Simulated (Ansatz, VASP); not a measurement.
## Two plane-wave programs on Te2I3

INCAR

```
SYSTEM = Te2I3
PREC = Accurate
ENCUT = 600
EDIFF = 1E-7
ISMEAR = 0
SIGMA = 0.1
LREAL = .FALSE.
LASPH = .TRUE.
NELM = 60
ALGO = Normal
ISIF = 3
LWAVE = .FALSE.
LCHARG = .FALSE.
GGA = PE
IBRION = 2
NSW = 90
EDIFFG = -0.04
```

File KPOINTS:

```
Automatic mesh
0
G
  3 3 3
  0 0 0
```

The input POSCAR:

```
Te2I3
1.0
    3.9910470000      2.3042320600      3.1990046200
   -3.9910470000      2.3042320600      3.1990046200
    0.0000000000     -4.6084641200      3.1990046200
Te I
2 3
Direct
    0.2578843500      0.2578843500      0.2578843500
    0.7421156500      0.7421156500      0.7421156500
    0.2467715700      0.7532284300      0.0000000000
    0.0000000000      0.2467715700      0.7532284300
    0.7532284300      0.0000000000      0.2467715700
```

Input for Ansatz:

```yaml
crystal:
  lattice:
    - [3.991047, 2.30423206, 3.19900462]
    - [-3.991047, 2.30423206, 3.19900462]
    - [0.0, -4.60846412, 3.19900462]
  atoms:
    - { symbol: Te, position: [0.25788435, 0.25788435, 0.25788435] }
    - { symbol: Te, position: [0.74211565, 0.74211565, 0.74211565] }
    - { symbol: I, position: [0.24677157, 0.75322843, 0.0] }
    - { symbol: I, position: [0.0, 0.24677157, 0.75322843] }
    - { symbol: I, position: [0.75322843, 0.0, 0.24677157] }
basis:
  ecutwfc: 420
kpoints:
  mp_grid: { grid: [3, 3, 3] }
hamiltonian:
  xc: pbe
scf:
  occupations: { method: gaussian, width: 0.1 }
  lower_state_search: "off"
output:
  forces: true
  stress: true
  eigenvalues: true
relax:
  adjacent_minimum: "off"
  f_tol: 0.04
  max_steps: 70
  cell: { stress_tol: 0.4 }
```

Change from the starting cell: species swapped into the Ni3Se2 type (R32, No. 155).

Alike in both runs: task relaxation of cell and atoms; functional PBE; k mesh 3 × 3 × 3; occupations gaussian, width 0.1 eV; no spin polarisation.

```csv
,VASP,Ansatz
version,VASP 6.6.1,Ansatz 0.2.0
potentials or method,"VASP PAW PBE potentials, release 64 (Te, I), cutoff 600 eV","scalar-relativistic, plane waves, PAW"
valence electrons in the cell,33,83
```

Ansatz gave:

```
gap on the k mesh at the Fermi level, each at its own relaxed structure (eV) : none
relaxed volume (Å³/atom)                                                     : 52.06
relaxed cell length with the largest relative difference (Å)                 : 6.496
```

Task: What did VASP give for the same quantities?

Result: gap on the k mesh at the Fermi level, each at its own relaxed structure (eV): none; relaxed volume (Å³/atom): 84.63; relaxed cell length with the largest relative difference (Å): 7.771.

A gap of «none» marks a metal or a gap that the smearing closes. One of these differences is far larger than is usual between the two programs; its cause wasn't traced. VASP's potentials hold 33 valence electrons a cell and Ansatz's 83, so a difference there can come from the potentials and not from the codes.

The k mesh is coarse, so the values compare programs but aren't converged. Spin-orbit coupling is off throughout. Noted on VASP's run: the volume moved by over 15 % at a fixed basis, so the end points are rough.
